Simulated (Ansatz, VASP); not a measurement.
## One calculation of Al4Cu, two programs

POSCAR

```
Al4Cu
1.0
    5.2332896000      0.0000000000      0.0000000000
    2.6166442900     -8.8346137100      0.0000000000
    0.9323301000      0.0000000000     -5.1014071100
Cu Al
3 12
Direct
    0.2885500000      0.2735000000      0.1911000000
    0.5620500000      0.7265000000      0.1911000000
    0.7728000000      0.0000000000      0.8505000000
    0.2655000000      0.0000000000      0.0048000000
    0.6177000000      0.0000000000      0.3647000000
    0.8149000000      0.2366000000      0.0771000000
    0.0515000000      0.7634000000      0.0771000000
    0.4526000000      0.2454000000      0.6757000000
    0.6980000000      0.7546000000      0.6757000000
    0.0236000000      0.1530000000      0.5442000000
    0.1766000000      0.8470000000      0.5442000000
    0.8379000000      0.4672000000      0.4379000000
    0.3051000000      0.5328000000      0.4379000000
    0.9929000000      0.4924000000      0.9240000000
    0.4853000000      0.5076000000      0.9240000000
```

File INCAR.step1:

```
  PREC = Accurate
  ENCUT = 520
  ISMEAR = 0
  SIGMA = 0.0703
  LREAL = Auto
  LASPH = T
  NELM = 100
  NBANDS = 48
  GGA = PE
  ALGO = Normal
  EDIFF = 1E-4
  LWAVE = T
  LCHARG = F
```

INCAR.step2

```
  PREC = Accurate
  ENCUT = 520
  EDIFF = 1E-6
  ISMEAR = 0
  SIGMA = 0.0703
  LREAL = Auto
  LASPH = T
  NELM = 100
  ALGO = Normal
  ISIF = 2
  LWAVE = F
  LCHARG = T
  METAGGA = R2SCAN
  LMIXTAU = T
  LELF = T
  LVHAR = T
  NBANDS = 48
  ISTART = 1
```

Contents of KPOINTS:

```
Automatic mesh
0
Gamma
  5 5 4
```

Input for Ansatz:

```yaml
crystal:
  lattice:
    - [5.2332896, 0.0, 0.0]
    - [2.61664429, -8.83461371, 0.0]
    - [0.9323301, 0.0, -5.10140711]
  atoms:
    - { symbol: Cu, position: [0.28855, 0.2735, 0.1911] }
    - { symbol: Cu, position: [0.56205, 0.7265, 0.1911] }
    - { symbol: Al, position: [0.2655, 0.0, 0.0048] }
    - { symbol: Cu, position: [0.7728, 0.0, 0.8505] }
    - { symbol: Al, position: [0.6177, 0.0, 0.3647] }
    - { symbol: Al, position: [0.8149, 0.2366, 0.0771] }
    - { symbol: Al, position: [0.0515, 0.7634, 0.0771] }
    - { symbol: Al, position: [0.4526, 0.2454, 0.6757] }
    - { symbol: Al, position: [0.698, 0.7546, 0.6757] }
    - { symbol: Al, position: [0.0236, 0.153, 0.5442] }
    - { symbol: Al, position: [0.1766, 0.847, 0.5442] }
    - { symbol: Al, position: [0.8379, 0.4672, 0.4379] }
    - { symbol: Al, position: [0.3051, 0.5328, 0.4379] }
    - { symbol: Al, position: [0.9929, 0.4924, 0.924] }
    - { symbol: Al, position: [0.4853, 0.5076, 0.924] }
  symmetry: { tolerance: 0.0003 }
kpoints:
  mp_grid: { grid: [5, 5, 4], shift: [0, 0, 0] }
magnetization:
  spin_polarized: false
scf:
  occupations: { method: gaussian, width: 0.0703 }
  lower_state_search: "off"
  max_iter: 200
hamiltonian:
  pseudopotentials: { kind: paw }
  xc: r2scan
basis:
  ecutwfc: 500
  fft_grid_basis: typed
output:
  forces: true
  stress: true
  eigenvalues: true
  bader: true
  populations: true
  elf: true
  write_potential: true
  volumetric_format: npy
  dos:
    e_range: [-12, 8]
    de: 0.05
    projected: { site_lists: { Al: [Al], Cu: [Cu] } }
checkpoint:
  read: saved_state
```

Alike in both runs: task single point; functional r2SCAN; k mesh 5 × 5 × 4; occupations gaussian, width 0.0703 eV; no spin polarisation.

|  | VASP | Ansatz |
| --- | --- | --- |
| version | VASP 6.6.1 | Ansatz 0.2.0 |
| potentials or method | VASP PAW PBE potentials, release 64 (Cu, Al), cutoff 520 eV | PAW plane waves |
| valence electrons in the cell | 69 | 93 |

Ansatz gave:

- pressure (GPa): -2.7
- rms of the force components (eV/Å): 0.177

Question: What did VASP give for the same quantities?

Answer: Pressure (GPa): -2.8; rms of the force components (eV/Å): 0.177.

VASP's potentials were made for PBE, not for r2SCAN. VASP's potentials hold 69 valence electrons a cell and Ansatz's 93, so a difference there can come from the potentials and not from the codes. Ansatz's warnings: structure snapped to symmetry.
